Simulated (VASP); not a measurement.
A run of VASP 6.6.1:

INCAR

```
PREC = Accurate
ENCUT = 520
EDIFF = 1E-7
ISMEAR = 0
SIGMA = 0.05
LREAL = False
LASPH = True
NELM = 80
ALGO = Normal
ISIF = 2
LWAVE = False
LCHARG = False
GGA = PE
NBANDS = 26
```

The input KPOINTS:

```
Automatic mesh
0
Gamma
  8 6 4
```

The input POSCAR:

```
AlN
1.0
   -1.6567491617      2.8695737234      0.0000000000
    0.0000000000      0.0000000000      4.1874629526
    4.9702474850      2.8695737234      0.0000000000
Al N
4 4
Direct
    0.5088240279      0.7500000000      0.2456605603
    0.0000000000      0.7500000000      0.6666666667
    0.0000000000      0.2500000000      0.3333333333
    0.5000000000      0.2500000000      0.8333333333
    0.5000000000      0.2500000000      0.1666666667
    0.0000000000      0.2500000000      0.6666666667
    0.0000000000      0.7500000000      0.3333333333
    0.5000000000      0.7500000000      0.8333333333
```

Potentials or basis: VASP PAW PBE potentials, release 64 (Al, N).

Launch:

```sh
$ cat potpaw_PBE.64/Al/POTCAR potpaw_PBE.64/N/POTCAR > POTCAR
$ mpirun -np 1 vasp_std > vasp.out
```

Hardware: 1 thread of Intel(R) Xeon(R) Platinum 8259CL CPU @ 2.50GHz (Skylake/Cascade Lake) (shared host).

Task: How long does it take, and how much memory?

Result: Wall time 2.5 min on 1 thread of Intel(R) Xeon(R) Platinum 8259CL CPU @ 2.50GHz (Skylake/Cascade Lake), with other jobs on the host, peak memory 0.25 GiB. Counts: scf iterations 16, k points 72.
